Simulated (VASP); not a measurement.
# Sc (P6_3/mmc) in VASP: notebook

The runs below take Sc through single point, with PBEsol.

All numbers are computed with VASP 6.6.1; they aren't measurements. Logs are shortened: lines on timing, memory, paths and dates and some standing lists are left out, and cuts for length are marked.

### Step 1. The cell of the first run

It takes space group P6_3/mmc (No. 194, hexagonal). Conventional cell: a = 3.353 Å, b = 3.353 Å, c = 5.343 Å, α = 90.00°, β = 90.00°, γ = 120.00°. Within 4.3 Å of Sc (site symmetry -6m2) lie 12 Sc at 3.30 to 3.35 Å.

### Step 2. Single point, PBEsol

Input file INCAR:

```
SYSTEM = Sc
PREC     = Accurate       ! precision mode
ENCUT    = 520            ! plane-wave cutoff, eV
EDIFF    = 1E-6           ! SCF threshold, eV
ISMEAR   = -1             ! smearing method
SIGMA    = 0.05           ! smearing width, eV
LREAL    = .FALSE.        ! projectors in reciprocal space
LASPH    = .TRUE.         ! aspherical terms in the spheres
NELM     = 100            ! most SCF steps
ALGO     = Normal         ! electronic algorithm
ISIF     = 2              ! what is computed and relaxed
LWAVE    = .FALSE.        ! write WAVECAR
LCHARG   = .FALSE.        ! write CHGCAR
GGA      = PS             ! functional
NBANDS   = 18             ! bands
```

Input file KPOINTS:

```
Automatic mesh
0
G
  9 9 5
  0 0 0
```

Input file POSCAR:

```
Sc
1.0
    3.3525444672      0.0000000000      0.0000000000
   -1.6762722336      2.9033886759      0.0000000000
    0.0000000000      0.0000000000      5.3426934842
Sc
2
Direct
    0.6666666667      0.3333333333      0.7500000000
    0.3333333333      0.6666666667      0.2500000000
```

Potentials or basis: VASP PAW PBE potentials, release 64 (Sc_sv).

Command:

```sh
$ cat potpaw_PBE.64/Sc_sv/POTCAR > POTCAR
$ mpirun -np 1 vasp_std > vasp.out
```

OUTCAR:

```text
SYSTEM = Sc
   PREC = Accurate
   ENCUT = 520
   EDIFF = 1E-6
   ISMEAR = -1
   LREAL = .FALSE.
   LASPH = .TRUE.
   NELM = 100
   ISIF = 2
   GGA = PS

 ion  position               nearest neighbor table
   1  0.667  0.333  0.750-   2 3.30   2 3.30   2 3.30   2 3.30   2 3.30   2 3.30
   2  0.333  0.667  0.250-   1 3.30   1 3.30   1 3.30   1 3.30   1 3.30   1 3.30

  LATTYP: Found a hexagonal cell.
 ALAT       =     3.3525444672
 C/A-ratio  =     1.5936234512

  Lattice vectors:

 A1 = (   3.3525444672,   0.0000000000,   0.0000000000)
 A2 = (  -1.6762722336,   2.9033886759,   0.0000000000)
 A3 = (   0.0000000000,   0.0000000000,   5.3426934842)

Analysis of symmetry for initial positions (statically):
=====================================================================
 Subroutine PRICEL returns:
 Original cell was already a primitive cell.

 Routine SETGRP: Setting up the symmetry group for a
 hexagonal supercell.

 Subroutine GETGRP returns: Found 24 space group operations
 (whereof 12 operations were pure point group operations)
 out of a pool of 24 trial point group operations.

The static configuration has the point symmetry D_3d.
 The point group associated with its full space group is D_6h.

Analysis of symmetry for dynamics (positions and initial velocities):
=====================================================================
 Subroutine PRICEL returns:
 Original cell was already a primitive cell.

 Routine SETGRP: Setting up the symmetry group for a
 hexagonal supercell.

 Subroutine GETGRP returns: Found 24 space group operations
 (whereof 12 operations were pure point group operations)
 out of a pool of 24 trial point group operations.

The dynamic configuration has the point symmetry D_3d.
 The point group associated with its full space group is D_6h.

 Subroutine INISYM returns: Found 24 space group operations
 (whereof 12 operations are pure point group operations),
 and found     1 'primitive' translations

----------------------------------------------------------------------------------------

                                     Primitive cell

  volume of cell :      52.0044

  direct lattice vectors                    reciprocal lattice vectors
     3.352544467  0.000000000  0.000000000     0.298280906  0.172212561  0.000000000
    -1.676272234  2.903388676  0.000000000     0.000000000  0.344425122  0.000000000
     0.000000000  0.000000000  5.342693484     0.000000000  0.000000000  0.187171509

  length of vectors
     3.352544467  3.352544467  5.342693484     0.344425122  0.344425122  0.187171509

  position of ions in fractional coordinates (direct lattice)
     0.666666667  0.333333333  0.750000000
     0.333333333  0.666666667  0.250000000

  ion indices of the primitive-cell ions
   primitive index   ion index
                 1           1
                 2           2

----------------------------------------------------------------------------------------

 KPOINTS: Automatic mesh

Automatic generation of k-mesh.
 Grid dimensions read from file:
 generate k-points for:    9    9    5

 Generating k-lattice:

  Cartesian coordinates                     Fractional coordinates (reciprocal lattice)
     0.033142323  0.019134729  0.000000000     0.111111111  0.000000000  0.000000000
     0.000000000  0.038269458  0.000000000     0.000000000  0.111111111  0.000000000
     0.000000000  0.000000000  0.037434302     0.000000000  0.000000000  0.200000000

  Length of vectors
     0.038269458  0.038269458  0.037434302

  Shift w.r.t. Gamma in fractional coordinates (k-lattice)
     0.000000000  0.000000000  0.000000000

 Subroutine IBZKPT returns following result:
 ===========================================

 Found     36 irreducible k-points:

 Following reciprocal coordinates:
            Coordinates               Weight
  0.000000  0.000000  0.000000      1.000000
  0.111111  0.000000  0.000000      6.000000
  0.222222  0.000000  0.000000      6.000000
  0.333333 -0.000000  0.000000      6.000000
  0.444444  0.000000  0.000000      6.000000
  0.111111  0.111111  0.000000      6.000000
[... 16 lines left out ...]
  0.333333  0.222222  0.200000     24.000000
  0.333333  0.333333  0.200000      4.000000
 [... further k-points ...]
   k-points           NKPTS =     36   k-points in BZ     NKDIM =     36   number of bands    NBANDS=     18
   number of dos      NEDOS =    301   number of ions     NIONS =      2
   total plane-waves  NPLWV =  31360
   dimension x,y,z NGX =    28 NGY =   28 NGZ =   40
   dimension x,y,z NGXF=    56 NGYF=   56 NGZF=   80
   ions per type =               2
   NGX,Y,Z   is equivalent  to a cutoff of  13.88, 13.88, 12.45 a.u.
   NGXF,Y,Z  is equivalent  to a cutoff of  27.77, 27.77, 24.89 a.u.
 SYSTEM =  Sc
   PREC   = accura    normal or accurate (medium, high low for compatibility)
   ISTART =      0    job   : 0-new  1-cont  2-samecut
   ICHARG =      2    charge: 1-file 2-atom 10-const
   ISPIN  =      1    spin polarized calculation?
   LNONCOLLINEAR =      F non collinear calculations
   LSORBIT =      F    spin-orbit coupling
   LASPH  =      T    aspherical Exc in radial PAW
   ENCUT  =  520.0 eV  38.22 Ry    6.18 a.u.   6.23  6.23  9.93*2*pi/ulx,y,z
   NELM   =    100;   NELMIN=  2; NELMDL= -5     # of ELM steps
   EDIFF  = 0.1E-05   stopping-criterion for ELM
   LREAL  =      F    real-space projection
   EDIFFG = 0.1E-04   stopping-criterion for IOM
   NSW    =      0    number of steps for IOM
   IBRION =     -1    ionic relax: 0-MD 1-quasi-New 2-CG
   NFREE  =      0    steps in history (QN), initial steepest desc. (CG)
   ISIF   =      2    stress and relaxation
   ISYM   =      2    0-nonsym 1-usesym 2-fastsym
   POTIM  = 0.5000    time-step for ionic-motion
   TEBEG  =    0.0;   TEEND  =   0.0 temperature during run
   PSTRESS=    0.0 pullay stress
   NELECT =      22.0000    total number of electrons
   NUPDOWN=      -1.0000    fix difference up-down
   EMIN   =  10.00;   EMAX   =-10.00  energy-range for DOS
   EFERMI =   0.00;   METHOD = LEGACY
   ISMEAR =    -1;   SIGMA  =   0.05  broadening in eV -4-tet -1-fermi 0-gaus
   EFERMI_NEDOS =   21; number of points for ismear=-14 and -15
   IALGO  =     38    algorithm
   IMIX   =      4    mixing-type and parameters
     AMIX     =   0.40;   BMIX     =  1.00
     AMIX_MAG =   1.60;   BMIX_MAG =  1.00
  volume/ion in A,a.u.               =      26.00       175.47
  Fermi-wavevector in a.u.,A,eV,Ry     =   1.228954  2.322387 20.549269  1.510329
  Thomas-Fermi vector in A             =   2.363860
   LORBIT       =      0    0 simple, 1 ext, 2 COOP (PROOUT), +10 PAW based schemes
   GGA     = PS    functional components
   LHFCALC =     F    Hartree Fock is set to
   AEXX    =    0.0000 exact exchange contribution
   IVDW    =     0    specifies the selected vdW correction
   LEPSILON=     F    determine dielectric tensor
   LRPA    =     F    only Hartree local field effects (RPA)
 non-spin polarized calculation
  energy-cutoff  :      520.00
  volume of cell :       52.00
 maximum number of plane-waves:      1418
 NGX is ok and might be reduce to    28
   NGX = 13   NGY = 13   NGZ = 19

 number of electron      22.0000005 magnetization

 Free energy of the ion-electron system (eV)
  ---------------------------------------------------
  ext. energy  EPLUGINS =         0.00000000
  ---------------------------------------------------
  free energy    TOTEN  =       -13.15392898 eV

  energy without entropy =      -13.11678501  energy(sigma->0) =      -13.13535699

 E-fermi :   3.2725     XC(G=0):  -9.7744

 val. band max:        3.2719478310   @ k =   0.3333   0.1111   0.4000
 cond. band min:       3.2771735731   @ k =   0.4444   0.1111   0.4000
 fundamental gap:      0.0052257421
 Fermi energy:         3.2724933843

 k-point     1 :       0.0000    0.0000    0.0000
  band No.  band energies     occupation
      1     -46.0793      2.00000
      2     -46.0266      2.00000
      3     -24.9456      2.00000
      4     -24.6617      2.00000
      5     -24.6617      2.00000
      6     -24.6112      2.00000
[... 10 lines left out ...]
     17       5.5375      0.00000
     18       5.5375      0.00000

 k-point     2 :       0.1111    0.0000    0.0000
  band No.  band energies     occupation
      1     -46.0746      2.00000
      2     -46.0247      2.00000
      3     -24.9323      2.00000
      4     -24.6890      2.00000
      5     -24.6708      2.00000
      6     -24.6394      2.00000
[... 10 lines left out ...]
     17       5.3589      0.00000
     18       5.3928      0.00000

 k-point     3 :       0.2222    0.0000    0.0000
  band No.  band energies     occupation
      1     -46.0621      2.00000
      2     -46.0203      2.00000
      3     -24.8959      2.00000
      4     -24.7584      2.00000
      5     -24.7092      2.00000
      6     -24.6926      2.00000
[... 10 lines left out ...]
     17       5.6026      0.00000
     18       5.8111      0.00000

 k-point     4 :       0.3333   -0.0000    0.0000
  band No.  band energies     occupation
      1     -46.0467      2.00000
      2     -46.0165      2.00000
      3     -24.8463      2.00000
      4     -24.8384      2.00000
      5     -24.7854      2.00000
      6     -24.7164      2.00000
[... 375 lines left out ...]
      4     -24.8388      2.00000
      5     -24.7579      2.00000
      6     -24.7456      2.00000
[... 10 lines left out ...]
     17       6.5125      0.00000
     18       6.7770      0.00000

 k-point    23 :       0.3333    0.2222    0.2000
  band No.  band energies     occupation
      1     -46.0274      2.00000
      2     -46.0178      2.00000
      3     -24.8759      2.00000
      4     -24.8452      2.00000
      5     -24.7905      2.00000
      6     -24.7346      2.00000
[... 10 lines left out ...]
     17       6.5221      0.00000
     18       6.9419      0.00000

 k-point    24 :       0.3333    0.3333    0.2000
  band No.  band energies     occupation
      1     -46.0209      2.00000
      2     -46.0209      2.00000
      3     -24.8422      2.00000
      4     -24.8358      2.00000
      5     -24.8358      2.00000
      6     -24.7533      2.00000
[... 10 lines left out ...]
     17       6.6662      0.00000
     18       6.6662      0.00000

 [... further k-points ...]

------------------------ aborting loop because EDIFF is reached ----------------------------------------

  FORCE on cell =-STRESS in cart. coord.  units (eV):
  Direction    XX          YY          ZZ          XY          YZ          ZX
  --------------------------------------------------------------------------------------
  -------------------------------------------------------------------------------------
  Total       -1.3315212     -1.3315212     -1.7875268      0.0000000      0.0000000      0.0000000
  in kB      -41.0221735    -41.0221735    -55.0710259      0.0000000      0.0000000      0.0000000
  external PRESSURE =     -45.7051243 kB  Pullay stress =       0.0000000 kB

 VOLUME and BASIS-vectors are now :
 -----------------------------------------------------------------------------
  energy-cutoff  :      520.00
  volume of cell :       52.00
      direct lattice vectors                 reciprocal lattice vectors
     3.352544467  0.000000000  0.000000000     0.298280906  0.172212561  0.000000000
    -1.676272234  2.903388676  0.000000000     0.000000000  0.344425122  0.000000000
     0.000000000  0.000000000  5.342693484     0.000000000  0.000000000  0.187171509

 POSITION                                       TOTAL-FORCE (eV/Angst)
 -----------------------------------------------------------------------------------
      1.67627      0.96780      4.00702         0.000000      0.000000      0.000000
     -0.00000      1.93559      1.33567        -0.000000      0.000000      0.000000
 -----------------------------------------------------------------------------------
    total drift:                               -0.000000      0.000000     -0.000000

  FREE ENERGIE OF THE ION-ELECTRON SYSTEM (eV)
  ---------------------------------------------------
  free  energy   TOTEN  =       -13.1539289803 eV

  energy  without entropy=      -13.1167850070  energy(sigma->0) =      -13.13535699
```

It took 17 s on 1 thread of Intel Xeon 6975P-C (Granite Rapids), shared host; peak memory 0.18 GiB.

What came out:

| Property | Result |
| --- | --- |
| Free energy | -13.1539 eV |
| Pressure | -4.6 GPa |
| Band gap on the k mesh | zero (bands 11 and 12 overlap by 1.04 eV) |

Levels at points of the mesh, in eV from the Fermi level:
| k point | band 8 | band 9 | band 10 | band 11 | band 12 | band 13 | band 14 | band 15 |
| --- | --- | --- | --- | --- | --- | --- | --- | --- |
| (0.00, 0.00, 0.00) | -27.87 | -5.03 | -1.62 | 0.36 | 1.54 | 1.54 | 1.64 | 1.92 |

Caveat: the cell stands under tension; the PAW data sets were made with another functional, which shifts forces and pressure a little.

### Step 3. Single point, PBEsol

This run uses another cell than the first one, of 26.50 Å³/atom.

Input file INCAR:

```
PREC = Accurate
ENCUT = 520
EDIFF = 1E-6
ISMEAR = -1
SIGMA = 0.05
LREAL = F
LASPH = T
NELM = 60
ALGO = Normal
ISIF = 2
LWAVE = F
LCHARG = F
GGA = PS
NBANDS = 18
```

Input file KPOINTS:

```
regular mesh
0
Gamma
  9 9 5
```

Input file POSCAR:

```
Sc
1.0
    3.3738988294      0.0000000000      0.0000000000
   -1.6869494147      2.9218820960      0.0000000000
    0.0000000000      0.0000000000      5.3767242965
Sc
2
Direct
    0.6666666667      0.3333333333      0.7500000000
    0.3333333333      0.6666666667      0.2500000000
```

Potentials or basis: VASP PAW PBE potentials, release 64 (Sc_sv).

Command:

```sh
$ cat potpaw_PBE.64/Sc_sv/POTCAR > POTCAR
$ mpirun -np 1 vasp_std > vasp.out
```

Wall time 16 s (1 thread of Intel Xeon 6975P-C (Granite Rapids), shared host); peak memory 0.18 GiB.

Results (log left out):

```
Free energy            : -13.1235 eV
Pressure               : -5.3 GPa
Band gap on the k mesh : zero (bands 11 and 12 overlap by 1.01 eV)
```

Stress tensor (GPa, compression positive):
```
-4.88  0.00  0.00
 0.00 -4.88  0.00
 0.00  0.00 -6.22
```

Levels at points of the mesh, in eV from the Fermi level:
```tsv
k point	band 9	band 10	band 11	band 12	band 13	band 14
(0.00, 0.00, 0.00)	-5.00	-1.60	0.33	1.51	1.51	1.61
```

Caveat: the cell stands under tension; the PAW data sets were made with another functional, which shifts forces and pressure a little.
